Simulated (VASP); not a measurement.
Here is a VASP 6.6.1 calculation.

File INCAR:

```
PREC     = Accurate       # precision mode
ENCUT    = 520            # plane-wave cutoff, eV
EDIFF    = 1E-6           # SCF threshold, eV
ISMEAR   = 0              # smearing method
SIGMA    = 0.1            # smearing width, eV
LREAL    = False          # projectors in reciprocal space
LASPH    = True           # aspherical terms in the spheres
NELM     = 150            # most SCF steps
ALGO     = Normal         # electronic algorithm
ISIF     = 2              # what is computed and relaxed
LWAVE    = False          # write WAVECAR
LCHARG   = False          # write CHGCAR
ISPIN    = 2              # spin polarisation
MAGMOM   = -1 -4 0 0 0 0 0 0 0 0 # initial moments
LORBIT   = 11             # projections on sites
LMAXMIX  = 4              # l up to which the mixer works
GGA      = PE             # functional
NBANDS   = 46             # bands
```

Contents of KPOINTS:

```
Automatic mesh
0
Gamma
  4 4 4
```

Contents of POSCAR:

```
TiMnC4N4
1.0
    5.8867433129      0.0000000000      0.0000000000
    0.0000000000      5.8867433129      0.0000000000
    0.0000000000      0.0000000000      5.8867433129
Ti Mn C N
1 1 4 4
Direct
    0.5000000000      0.5000000000      0.5000000000
    0.0000000000      0.0000000000      0.0000000000
    0.1910523097      0.1910523097      0.1910523097
    0.1910523097      0.8089476903      0.8089476903
    0.8089476903      0.1910523097      0.8089476903
    0.8089476903      0.8089476903      0.1910523097
    0.3078042195      0.3078042195      0.3078042195
    0.3078042195      0.6921957805      0.6921957805
    0.6921957805      0.3078042195      0.6921957805
    0.6921957805      0.6921957805      0.3078042195
```

Potentials or basis: VASP PAW PBE potentials, release 64 (Ti_sv, Mn_pv, C, N).

Launch:

```bash
$ cat potpaw_PBE.64/Ti_sv/POTCAR potpaw_PBE.64/Mn_pv/POTCAR potpaw_PBE.64/C/POTCAR potpaw_PBE.64/N/POTCAR > POTCAR
$ mpirun -np 1 vasp_std > vasp.out
```

Estimate the largest force.

0.258 eV/Å.

Estimate the site moments.

Ti +0.64; Mn -3.06; C +0.06; N -0.10 μB.

Estimate the net moment.

-3.00 μB per cell.

Forces on the atoms (eV/Å):
```
Ti   0.000  0.000  0.000
Mn   0.000  0.000  0.000
C   -0.149 -0.149 -0.149
C   -0.149  0.149  0.149
C    0.149 -0.149  0.149
C    0.149  0.149 -0.149
N    0.140  0.140  0.140
N    0.140 -0.140 -0.140
N   -0.140  0.140 -0.140
N   -0.140 -0.140  0.140
```

Caveat: a cell with one magnetic atom can't hold antiferromagnetic order, which such compounds often take.
